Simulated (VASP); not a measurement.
Write the native input for VASP 6.6.1 that does the following.

- Task: single point
- Functional: PBE
- Potentials or basis: VASP PAW PBE potentials, release 64 (Hf_pv, O)
- Cutoff: 520 eV
- k mesh: 6 × 6 × 8
- Occupations: gaussian, width 0.05 eV
- Spin: no spin polarisation
- Dipole correction: no
- Further INCAR settings: ALGO = Normal; EDIFF = 1e-06; NBANDS = 31

The structure of HfO2 lies in POSCAR:

```
HfO2
1.0
    4.8812946518      0.0000000000      0.0000000000
    0.0000000000      4.8812946518      0.0000000000
    0.0000000000      0.0000000000      3.2380276120
Hf O
2 4
Direct
    0.0000000000      0.0000000000     -0.1065463428
    0.5000000000      0.5000000000      0.5000000000
    0.1948368017      0.8051631983      0.5000000000
    0.3051631983      0.3051631983      0.0000000000
    0.6948368017      0.6948368017      0.0000000000
    0.8051631983      0.1948368017      0.5000000000
```

This cell differs from its parent crystal: atom 1 (Hf) moved by +0.000 Å along [1 1 0] and -0.345 Å along [0 0 1].

These files were run (other wordings do the same):

INCAR

```
SYSTEM = HfO2
PREC = Accurate
ENCUT = 520
EDIFF = 1E-6
ISMEAR = 0
SIGMA = 0.05
LREAL = .FALSE.
LASPH = .TRUE.
NELM = 100
ALGO = Normal
ISIF = 2
LWAVE = .FALSE.
LCHARG = .FALSE.
GGA = PE
NBANDS = 31
```

KPOINTS

```
regular mesh
0
G
  6 6 8
  0 0 0
```

Potentials or basis: VASP PAW PBE potentials, release 64 (Hf_pv, O).

Command:

```bash
$ cat potpaw_PBE.64/Hf_pv/POTCAR potpaw_PBE.64/O/POTCAR > POTCAR
$ mpirun -np 1 vasp_std > vasp.out
```

It gave:

- Pressure: 5.1 GPa
- Largest force: 4.804 eV/Å
- Band gap on the k mesh: 4.17 eV

Caveat: the cell differs from its parent crystal (atom 1 (Hf) moved by +0.000 Å along [1 1 0] and -0.345 Å along [0 0 1]); the cell stands under pressure; spin-orbit coupling is left out, which moves the levels of the heavy elements; forces of over 1 eV/Å act on the atoms, so gaps and moduli don't describe the material at rest.

It took 120 s on 1 thread of Intel Xeon 8259CL, with other jobs on the host, peak memory 0.26 GiB.
